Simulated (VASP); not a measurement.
Set up this calculation in VASP 6.6.1, as the native input.

| Property | Result |
| --- | --- |
| Task | single point |
| Functional | PBE |
| Potentials or basis | VASP PAW PBE potentials, release 64 (Cl) |
| Cutoff | 520 eV |
| k mesh | 7 × 7 × 7 |
| Occupations | fermi-dirac, width 0.02 eV |
| Spin | no spin polarisation |
| Dipole correction | no |
| Further INCAR settings | ALGO = Normal; EDIFF = 1e-07; NBANDS = 14 |

The structure of Cl lies in POSCAR:

```
Cl
1.0
    0.0000000000      3.2019145928      3.2019145928
    3.2019145928      0.0000000000      3.2019145928
    3.2019145928      3.2019145928      0.0000000000
Cl
2
Direct
    0.0000000000      0.0000000000      0.0000000000
    0.2500000000      0.2500000000      0.2500000000
```

The input as run:

INCAR

```
SYSTEM = Cl
  PREC = Accurate
  ENCUT = 520
  EDIFF = 1E-7
  ISMEAR = -1
  SIGMA = 0.02
  LREAL = .FALSE.
  LASPH = .TRUE.
  NELM = 100
  ALGO = Normal
  ISIF = 2
  LWAVE = .FALSE.
  LCHARG = .FALSE.
  GGA = PE
  NBANDS = 14
```

KPOINTS

```
Automatic mesh
0
G
  7 7 7
  0 0 0
```

Potentials or basis: VASP PAW PBE potentials, release 64 (Cl).

Run with:

```bash
$ cat potpaw_PBE.64/Cl/POTCAR > POTCAR
$ mpirun -np 1 vasp_std > vasp.out
```

It gave:

The pressure is 0.3 GPa. The band gap on the k mesh is zero (band 7 reaches -0.78 eV, above the bottom of band 8 at -1.97 eV).

Run time: 11 s on 1 thread of Intel(R) Xeon(R) Platinum 8488C (Sapphire Rapids) (shared host), peak memory 0.19 GiB.
